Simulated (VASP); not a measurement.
# Al2Au (Fm-3m) in VASP: further runs

Runs on Al2Au. Level: LDA. Tasks: electric field gradients.

Everything below comes from runs of VASP 6.6.1. Logs are shortened: lines on timing, memory, paths and dates and some standing lists are left out, and cuts for length are marked.

**1. The cell of the first run**

The structure is cubic, space group Fm-3m (No. 225). The conventional cell has a = 5.919 Å, b = 5.919 Å, c = 5.919 Å, α = 90.00°, β = 90.00°, γ = 90.00°. Within 3.4 Å of Al (site symmetry -43m) lie 4 Au at 2.56 Å and 6 Al at 2.96 Å. Au (site symmetry m-3m) has 8 Al at 2.56 Å within 3.4 Å.

**2. Electric field gradients, LDA (17.28 Å³/atom)**

Contents of INCAR:

```
  PREC = Accurate
  ENCUT = 520
  EDIFF = 1E-8
  ISMEAR = -1
  SIGMA = 0.05
  LREAL = False
  LASPH = True
  NELM = 60
  ALGO = Normal
  ISIF = 2
  LWAVE = False
  LCHARG = False
  GGA = CA
  LEFG = True
  NBANDS = 16
```

Contents of KPOINTS:

```
Automatic mesh
0
Gamma
  11 11 11
```

Contents of POSCAR:

```
Al2Au
1.0
    0.0000000000      2.9594544892      2.9594544892
    2.9594544892      0.0000000000      2.9594544892
    2.9594544892      2.9594544892      0.0000000000
Al Au
2 1
Direct
    0.2500000000      0.2500000000      0.2500000000
    0.7500000000      0.7500000000      0.7500000000
    0.0000000000      0.0000000000      0.0000000000
```

Potentials or basis: VASP PAW LDA potentials, release 64 (Al, Au).

Run with:

```sh
$ cat potpaw_LDA.64/Al/POTCAR potpaw_LDA.64/Au/POTCAR > POTCAR
$ mpirun -np 1 vasp_std > vasp.out
```

OUTCAR:

```text
PREC = Accurate
   ENCUT = 520
   EDIFF = 1E-8
   ISMEAR = -1
   LREAL = False
   LASPH = True
   NELM = 60
   ISIF = 2
   GGA = CA

 ion  position               nearest neighbor table
   1  0.250  0.250  0.250-   3 2.56   3 2.56   3 2.56   3 2.56   2 2.96   2 2.96   2 2.96   2 2.96
                             2 2.96   2 2.96
   2  0.750  0.750  0.750-   3 2.56   3 2.56   3 2.56   3 2.56   1 2.96   1 2.96   1 2.96   1 2.96
                             1 2.96   1 2.96
   3  0.000  0.000  0.000-   2 2.56   2 2.56   2 2.56   1 2.56   2 2.56   1 2.56   1 2.56   1 2.56

  LATTYP: Found a face centered cubic cell.
 ALAT       =     5.9189089784

  Lattice vectors:

 A1 = (   0.0000000000,   2.9594544892,   2.9594544892)
 A2 = (   2.9594544892,   0.0000000000,   2.9594544892)
 A3 = (   2.9594544892,   2.9594544892,   0.0000000000)

Analysis of symmetry for initial positions (statically):
=====================================================================
 Subroutine PRICEL returns:
 Original cell was already a primitive cell.

 Routine SETGRP: Setting up the symmetry group for a
 face centered cubic supercell.

 Subroutine GETGRP returns: Found 48 space group operations
 (whereof 48 operations were pure point group operations)
 out of a pool of 48 trial point group operations.

The static configuration has the point symmetry O_h .

Analysis of symmetry for dynamics (positions and initial velocities):
=====================================================================
 Subroutine PRICEL returns:
 Original cell was already a primitive cell.

 Routine SETGRP: Setting up the symmetry group for a
 face centered cubic supercell.

 Subroutine GETGRP returns: Found 48 space group operations
 (whereof 48 operations were pure point group operations)
 out of a pool of 48 trial point group operations.

The dynamic configuration has the point symmetry O_h .

 Subroutine INISYM returns: Found 48 space group operations
 (whereof 48 operations are pure point group operations),
 and found     1 'primitive' translations

----------------------------------------------------------------------------------------

                                     Primitive cell

  volume of cell :      51.8400

  direct lattice vectors                    reciprocal lattice vectors
[... 132 lines left out ...]
  free energy    TOTEN  =       -14.28028130 eV

  energy without entropy =      -14.27201725  energy(sigma->0) =      -14.27614927

 E-fermi :   8.1152     XC(G=0): -10.8938

 val. band max:        8.1137716227   @ k =   0.4545   0.0909   0.0000
 cond. band min:       8.1300177539   @ k =  -0.3636   0.1818   0.0000
 fundamental gap:      0.0162461312
 Fermi energy:         8.1152193374

 k-point     1 :       0.0000    0.0000    0.0000
  band No.  band energies     occupation
      1      -2.7682      2.00000
      2       1.2214      2.00000
      3       1.2214      2.00000
      4       1.2214      2.00000
      5       2.2316      2.00000
      6       2.2316      2.00000
[... 433 lines left out ...]
      3       1.4530      2.00000
      4       1.4803      2.00000
      5       2.1102      2.00000
      6       2.3409      2.00000
[... 8 lines left out ...]
     15      15.2440      0.00000
     16      17.1272      0.00000

 [... further k-points ...]

------------------------ aborting loop because EDIFF is reached ----------------------------------------

  FORCE on cell =-STRESS in cart. coord.  units (eV):
  Direction    XX          YY          ZZ          XY          YZ          ZX
  --------------------------------------------------------------------------------------
  -------------------------------------------------------------------------------------
  Total        0.8485033      0.8485033      0.8485033      0.0000000      0.0000000      0.0000000
  in kB       26.2240109     26.2240109     26.2240109      0.0000000      0.0000000      0.0000000
  external PRESSURE =      26.2240109 kB  Pullay stress =       0.0000000 kB

 VOLUME and BASIS-vectors are now :
 -----------------------------------------------------------------------------
  energy-cutoff  :      520.00
  volume of cell :       51.84
      direct lattice vectors                 reciprocal lattice vectors
     0.000000000  2.959454489  2.959454489    -0.168950055  0.168950055  0.168950055
     2.959454489  0.000000000  2.959454489     0.168950055 -0.168950055  0.168950055
     2.959454489  2.959454489  0.000000000     0.168950055  0.168950055 -0.168950055

 POSITION                                       TOTAL-FORCE (eV/Angst)
 -----------------------------------------------------------------------------------
      1.47973      1.47973      1.47973         0.000000      0.000000     -0.000000
      4.43918      4.43918      4.43918        -0.000000     -0.000000     -0.000000
      0.00000      0.00000      0.00000         0.000000     -0.000000      0.000000
 -----------------------------------------------------------------------------------
    total drift:                                0.000000     -0.000000      0.000000

  FREE ENERGIE OF THE ION-ELECTRON SYSTEM (eV)
  ---------------------------------------------------
  free  energy   TOTEN  =       -14.2802813015 eV

  energy  without entropy=      -14.2720172478  energy(sigma->0) =      -14.27614927

 Electric field gradients (V/A^2)
---------------------------------------------------------------------
 ion       V_xx      V_yy      V_zz      V_xy      V_xz      V_yz
---------------------------------------------------------------------
   1      -0.000    -0.000     0.000     0.000     0.000     0.000
   2      -0.000    -0.000     0.000     0.000     0.000     0.000
   3      -0.000    -0.000    -0.000     0.001     0.001     0.001
---------------------------------------------------------------------

 Electric field gradients after diagonalization (V/A^2)
 (convention: |V_zz| > |V_xx| > |V_yy|)
----------------------------------------------------------------------
 ion       V_xx      V_yy      V_zz     asymmetry (V_yy - V_xx)/ V_zz
----------------------------------------------------------------------
   1      -0.000    -0.000     0.000       0.000
   2      -0.000    -0.000     0.000       0.000
   3      -0.001    -0.001     0.001       0.000
----------------------------------------------------------------------

           NMR quadrupolar parameters

 Cq : quadrupolar parameter    Cq=e*Q*V_zz/h
 eta: asymmetry parameters     (V_yy - V_xx)/ V_zz
 Q  : nuclear electric quadrupole moment in mb (millibarn)
----------------------------------------------------------------------
 ion       Cq(MHz)       eta       Q (mb)
----------------------------------------------------------------------
   1       0.000       0.000       1.000
   2       0.000       0.000       1.000
   3       0.000       0.000       1.000
----------------------------------------------------------------------
```

stdout:

```text
POSCAR found type information on POSCAR AlAu
 POSCAR found :  2 types and       3 ions
 scaLAPACK will be used
 LDA part: xc-table for (Slater(with rela. corr.)+CA(PZ))
 , standard interpolation
 POSCAR, INCAR and KPOINTS ok, starting setup
 FFT: planning ... GRIDC
 FFT: planning ... GRID_SOFT
 FFT: planning ... GRID
 WAVECAR not read
 entering main loop
ion   1

ion   2

ion   3
```

Wall time 36 s (1 thread of Intel Xeon 8259CL, shared host); peak memory 0.18 GiB.

What came out:

| Property | Result |
| --- | --- |
| Free energy | -14.2803 eV |
| Pressure | 2.6 GPa |
| Band gap on the k mesh | zero (an odd number of electrons rules out a gap without spin polarisation) |
| Largest electric field gradient by atom | zero within the noise of the run |

Caveat: spin-orbit coupling is left out, which moves the levels of the heavy elements.

**3. Electric field gradients, LDA (17.82 Å³/atom)**

This run uses another cell than the first one, of 17.82 Å³/atom.

Contents of INCAR:

```
SYSTEM = Al2Au
  ALGO = Normal
  EDIFF = 1E-8
  ENCUT = 520
  GGA = CA
  ISIF = 2
  ISMEAR = -1
  LASPH = .True.
  LCHARG = .False.
  LEFG = .True.
  LREAL = .False.
  LWAVE = .False.
  NBANDS = 16
  NELM = 100
  PREC = Accurate
  SIGMA = 0.05
```

Contents of KPOINTS:

```
k-points
0
Gamma
  11 11 11
  0 0 0
```

Contents of POSCAR:

```
Al2Au
1.0
    0.0000000000      2.9899664802      2.9899664802
    2.9899664802      0.0000000000      2.9899664802
    2.9899664802      2.9899664802      0.0000000000
Al Au
2 1
Direct
    0.2500000000      0.2500000000      0.2500000000
    0.7500000000      0.7500000000      0.7500000000
    0.0000000000      0.0000000000      0.0000000000
```

Potentials or basis: VASP PAW LDA potentials, release 64 (Al, Au).

Run with:

```sh
$ cat potpaw_LDA.64/Al/POTCAR potpaw_LDA.64/Au/POTCAR > POTCAR
$ mpirun -np 1 vasp_std > vasp.out
```

OUTCAR:

```text
SYSTEM = Al2Au
   EDIFF = 1E-8
   ENCUT = 520
   GGA = CA
   ISIF = 2
   ISMEAR = -1
   LASPH = .True.
   LREAL = .False.
   NELM = 100
   PREC = Accurate

 ion  position               nearest neighbor table
   1  0.250  0.250  0.250-   3 2.59   3 2.59   3 2.59   3 2.59   2 2.99   2 2.99   2 2.99   2 2.99
                             2 2.99   2 2.99
   2  0.750  0.750  0.750-   3 2.59   3 2.59   3 2.59   3 2.59   1 2.99   1 2.99   1 2.99   1 2.99
                             1 2.99   1 2.99
   3  0.000  0.000  0.000-   2 2.59   2 2.59   2 2.59   1 2.59   2 2.59   1 2.59   1 2.59   1 2.59

  LATTYP: Found a face centered cubic cell.
 ALAT       =     5.9799329604

  Lattice vectors:

 A1 = (   0.0000000000,   2.9899664802,   2.9899664802)
 A2 = (   2.9899664802,   0.0000000000,   2.9899664802)
 A3 = (   2.9899664802,   2.9899664802,   0.0000000000)

Analysis of symmetry for initial positions (statically):
=====================================================================
 Subroutine PRICEL returns:
 Original cell was already a primitive cell.

 Routine SETGRP: Setting up the symmetry group for a
 face centered cubic supercell.

 Subroutine GETGRP returns: Found 48 space group operations
 (whereof 48 operations were pure point group operations)
 out of a pool of 48 trial point group operations.

The static configuration has the point symmetry O_h .

Analysis of symmetry for dynamics (positions and initial velocities):
=====================================================================
 Subroutine PRICEL returns:
 Original cell was already a primitive cell.

 Routine SETGRP: Setting up the symmetry group for a
 face centered cubic supercell.

 Subroutine GETGRP returns: Found 48 space group operations
 (whereof 48 operations were pure point group operations)
 out of a pool of 48 trial point group operations.

The dynamic configuration has the point symmetry O_h .

 Subroutine INISYM returns: Found 48 space group operations
 (whereof 48 operations are pure point group operations),
 and found     1 'primitive' translations

----------------------------------------------------------------------------------------

                                     Primitive cell

  volume of cell :      53.4600

  direct lattice vectors                    reciprocal lattice vectors
     0.000000000  2.989966480  2.989966480    -0.167225955  0.167225955  0.167225955
     2.989966480  0.000000000  2.989966480     0.167225955 -0.167225955  0.167225955
     2.989966480  2.989966480  0.000000000     0.167225955  0.167225955 -0.167225955

  length of vectors
     4.228451147  4.228451147  4.228451147     0.289643850  0.289643850  0.289643850

  position of ions in fractional coordinates (direct lattice)
     0.250000000  0.250000000  0.250000000
     0.750000000  0.750000000  0.750000000
     0.000000000  0.000000000  0.000000000

  ion indices of the primitive-cell ions
   primitive index   ion index
                 1           1
                 2           2
                 3           3

----------------------------------------------------------------------------------------

 KPOINTS: k-points
[... 83 lines left out ...]
   ISMEAR =    -1;   SIGMA  =   0.05  broadening in eV -4-tet -1-fermi 0-gaus
   EFERMI_NEDOS =   21; number of points for ismear=-14 and -15
   IALGO  =     38    algorithm
   IMIX   =      4    mixing-type and parameters
     AMIX     =   0.40;   BMIX     =  1.00
     AMIX_MAG =   1.60;   BMIX_MAG =  1.00
  volume/ion in A,a.u.               =      17.82       120.26
  Fermi-wavevector in a.u.,A,eV,Ry     =   1.117416  2.111610 16.988481  1.248618
  Thomas-Fermi vector in A             =   2.254038
   LORBIT       =      0    0 simple, 1 ext, 2 COOP (PROOUT), +10 PAW based schemes
   GGA     = CA    functional components
   LHFCALC =     F    Hartree Fock is set to
   AEXX    =    0.0000 exact exchange contribution
   IVDW    =     0    specifies the selected vdW correction
   LEPSILON=     F    determine dielectric tensor
   LRPA    =     F    only Hartree local field effects (RPA)
 non-spin polarized calculation
  energy-cutoff  :      520.00
  volume of cell :       53.46
 maximum number of plane-waves:      1459
   NGX = 15   NGY = 15   NGZ = 15

 number of electron      17.0000000 magnetization

 Free energy of the ion-electron system (eV)
  ---------------------------------------------------
  ext. energy  EPLUGINS =         0.00000000
  ---------------------------------------------------
  free energy    TOTEN  =       -14.28739202 eV

  energy without entropy =      -14.27890159  energy(sigma->0) =      -14.28314680

 E-fermi :   7.7533     XC(G=0): -10.7594

 val. band max:        7.7387901766   @ k =  -0.2727   0.2727   0.0000
 cond. band min:       7.7676108308   @ k =   0.4545   0.0909   0.0000
 fundamental gap:      0.0288206541
 Fermi energy:         7.7532800012

 k-point     1 :       0.0000    0.0000    0.0000
  band No.  band energies     occupation
      1      -2.9055      2.00000
      2       1.0308      2.00000
      3       1.0308      2.00000
      4       1.0308      2.00000
      5       2.0074      2.00000
      6       2.0074      2.00000
[... 433 lines left out ...]
      3       1.2553      2.00000
      4       1.2795      2.00000
      5       1.8927      2.00000
      6       2.1090      2.00000
[... 8 lines left out ...]
     15      14.7304      0.00000
     16      16.6546      0.00000

 [... further k-points ...]

------------------------ aborting loop because EDIFF is reached ----------------------------------------

  FORCE on cell =-STRESS in cart. coord.  units (eV):
  Direction    XX          YY          ZZ          XY          YZ          ZX
  --------------------------------------------------------------------------------------
  -------------------------------------------------------------------------------------
  Total       -0.3999592     -0.3999592     -0.3999592      0.0000000     -0.0000000     -0.0000000
  in kB      -11.9866375    -11.9866375    -11.9866375      0.0000000     -0.0000000     -0.0000000
  external PRESSURE =     -11.9866375 kB  Pullay stress =       0.0000000 kB

 VOLUME and BASIS-vectors are now :
 -----------------------------------------------------------------------------
  energy-cutoff  :      520.00
  volume of cell :       53.46
      direct lattice vectors                 reciprocal lattice vectors
     0.000000000  2.989966480  2.989966480    -0.167225955  0.167225955  0.167225955
     2.989966480  0.000000000  2.989966480     0.167225955 -0.167225955  0.167225955
     2.989966480  2.989966480  0.000000000     0.167225955  0.167225955 -0.167225955

 POSITION                                       TOTAL-FORCE (eV/Angst)
 -----------------------------------------------------------------------------------
      1.49498      1.49498      1.49498         0.000000      0.000000     -0.000000
      4.48495      4.48495      4.48495        -0.000000     -0.000000      0.000000
      0.00000      0.00000      0.00000         0.000000     -0.000000      0.000000
 -----------------------------------------------------------------------------------
    total drift:                                0.000000     -0.000000      0.000000

  FREE ENERGIE OF THE ION-ELECTRON SYSTEM (eV)
  ---------------------------------------------------
  free  energy   TOTEN  =       -14.2873920181 eV

  energy  without entropy=      -14.2789015873  energy(sigma->0) =      -14.28314680

 Electric field gradients (V/A^2)
---------------------------------------------------------------------
 ion       V_xx      V_yy      V_zz      V_xy      V_xz      V_yz
---------------------------------------------------------------------
   1      -0.000     0.000    -0.000     0.000     0.000     0.000
   2      -0.000     0.000    -0.000     0.000     0.000     0.000
   3       0.000     0.000     0.000     0.000     0.000     0.000
---------------------------------------------------------------------

 Electric field gradients after diagonalization (V/A^2)
 (convention: |V_zz| > |V_xx| > |V_yy|)
----------------------------------------------------------------------
 ion       V_xx      V_yy      V_zz     asymmetry (V_yy - V_xx)/ V_zz
----------------------------------------------------------------------
   1      -0.000    -0.000     0.000       0.000
   2      -0.000    -0.000     0.000       0.000
   3      -0.000    -0.000     0.001       0.000
----------------------------------------------------------------------

           NMR quadrupolar parameters

 Cq : quadrupolar parameter    Cq=e*Q*V_zz/h
 eta: asymmetry parameters     (V_yy - V_xx)/ V_zz
 Q  : nuclear electric quadrupole moment in mb (millibarn)
----------------------------------------------------------------------
 ion       Cq(MHz)       eta       Q (mb)
----------------------------------------------------------------------
   1       0.000       0.000       1.000
   2       0.000       0.000       1.000
   3       0.000       0.000       1.000
----------------------------------------------------------------------
```

OSZICAR:

```text
N       E                     dE             d eps       ncg     rms          rms(c)
DAV:   1     0.546484506931E+02    0.54648E+02   -0.68935E+03  1848   0.878E+02
DAV:   2    -0.142091878178E+02   -0.68858E+02   -0.62718E+02  2216   0.172E+02
DAV:   3    -0.156298527708E+02   -0.14207E+01   -0.14156E+01  2352   0.237E+01
DAV:   4    -0.156396385974E+02   -0.97858E-02   -0.97852E-02  2072   0.228E+00
DAV:   5    -0.156397715033E+02   -0.13291E-03   -0.13291E-03  2288   0.271E-01    0.920E+00
DAV:   6    -0.144236604358E+02    0.12161E+01   -0.45414E+00  2040   0.213E+01    0.392E+00
DAV:   7    -0.143281517084E+02    0.95509E-01   -0.20640E-01  1896   0.457E+00    0.184E+00
DAV:   8    -0.142887495383E+02    0.39402E-01   -0.26869E-02  2160   0.958E-01    0.410E-01
DAV:   9    -0.142873904104E+02    0.13591E-02   -0.23864E-03  2104   0.463E-01    0.214E-01
DAV:  10    -0.142873965893E+02   -0.61789E-05   -0.11831E-04  2112   0.784E-02    0.362E-02
DAV:  11    -0.142873921135E+02    0.44759E-05   -0.54635E-06  2240   0.182E-02    0.130E-02
DAV:  12    -0.142873920176E+02    0.95906E-07   -0.72794E-07  2152   0.781E-03    0.282E-03
DAV:  13    -0.142873920181E+02   -0.59686E-09   -0.39869E-08  2264   0.144E-03
   1 F= -.14287392E+02 E0= -.14283147E+02  d E =-.849043E-02
```

Wall time 39 s (1 thread of Intel Xeon 8259CL, shared host); peak memory 0.18 GiB.

Results:

| Item | Value |
| --- | --- |
| Free energy | -14.2874 eV |
| Pressure | -1.2 GPa |
| Band gap on the k mesh | zero (an odd number of electrons rules out a gap without spin polarisation) |
| Largest electric field gradient by atom | zero within the noise of the run |

Caveat: spin-orbit coupling is left out, which moves the levels of the heavy elements.

(Continued in part 2 of 2.)
